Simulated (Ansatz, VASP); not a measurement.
# Two plane-wave programs on Cs

The input INCAR:

```
SYSTEM = Cs
ALGO = Normal ; EDIFF = 1E-6
ENCUT = 500 ; GGA = PE
GGA_COMPAT = .FALSE. ; ISIF = 2
ISMEAR = -1 ; LASPH = .TRUE.
LCHARG = .TRUE. ; LELF = .TRUE.
LREAL = .FALSE. ; LVHAR = .TRUE.
LWAVE = .FALSE. ; NBANDS = 16
NELM = 120 ; PREC = Accurate
SIGMA = 0.1
```

The input KPOINTS:

```
k-points
0
G
  6 6 6
  0 0 0
```

The input POSCAR:

```
Cs
1.0
    0.0000000000      5.7748970863      5.7748970863
    5.7748970863      0.0000000000      5.7748970863
    5.7748970863      5.7748970863      0.0000000000
Cs
2
Direct
    0.1250000000      0.1250000000      0.1250000000
    0.8750000000      0.8750000000      0.8750000000
```

Input for Ansatz:

```yaml
crystal:
  lattice:
    - [0.0, 5.7748970863, 5.7748970863]
    - [5.7748970863, 0.0, 5.7748970863]
    - [5.7748970863, 5.7748970863, 0.0]
  atoms:
    - { symbol: Cs, position: [0.125, 0.125, 0.125] }
    - { symbol: Cs, position: [0.875, 0.875, 0.875] }
hamiltonian:
  xc: pbe
  pseudopotentials:
    kind: paw
    azcp:
      Cs: "pseudopotentials/Cs.paw.azcp"
basis:
  ecutwfc: 420
  fft_grid_basis: typed
kpoints:
  mp_grid: { grid: [6, 6, 6], shift: [0, 0, 0] }
magnetization:
  spin_polarized: false
scf:
  occupations: { method: fermi_dirac, width: 0.1 }
  lower_state_search: "off"
output:
  stress: true
```

Alike in both runs: task single point; functional PBE; k mesh 6 × 6 × 6; occupations fermi-dirac, width 0.1 eV; no spin polarisation.

```csv
,VASP,Ansatz
version,VASP 6.6.1,Ansatz 0.2.0
potentials or method,"VASP PAW PBE potentials, release 64 (Cs_sv), cutoff 500 eV","plane waves (420 eV) with PAW, scalar-relativistic"
valence electrons in the cell,18,18
```

```tsv
	VASP	Ansatz	Ansatz less VASP
pressure (GPa)	0.0	0.0	0.00
```

Neither program's run includes spin-orbit coupling.
